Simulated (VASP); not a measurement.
Crystal: ZnSe.

```
Zn Se
1.0
     0.00000    2.83242    2.71912
     2.83242    0.00000    2.71912
     2.83242    2.83242    0.00000
Zn Se
1 1
Direct
  0.00000 0.00000 0.00000
  0.25000 0.25000 0.25000
```

This cell differs from its parent crystal: uniaxial z strain -4.0%.

Base run:

```yaml
Program: VASP 6.6.1
Functional: PBE
Potentials_or_basis: VASP PAW PBE potentials, release 64 (Zn, Se)
Cutoff: 520 eV
k_mesh: 8 × 8 × 8
Occupations: fermi-dirac, width 0.02 eV
Spin: no spin polarisation
```

Its results: band gap on the k mesh 1.36 eV, direct; pressure 5.4 GPa.

Q: The run is repeated on the same cell with these changes: functional from PBE to r2SCAN; occupations from fermi-dirac, width 0.02 eV to gaussian, width 0.01 eV. What comes out?

A: Band gap on the k mesh 1.95 eV, direct; pressure 3.0 GPa.

Caveats: the PAW data sets were made with another functional, which shifts forces and pressure a little (some runs).

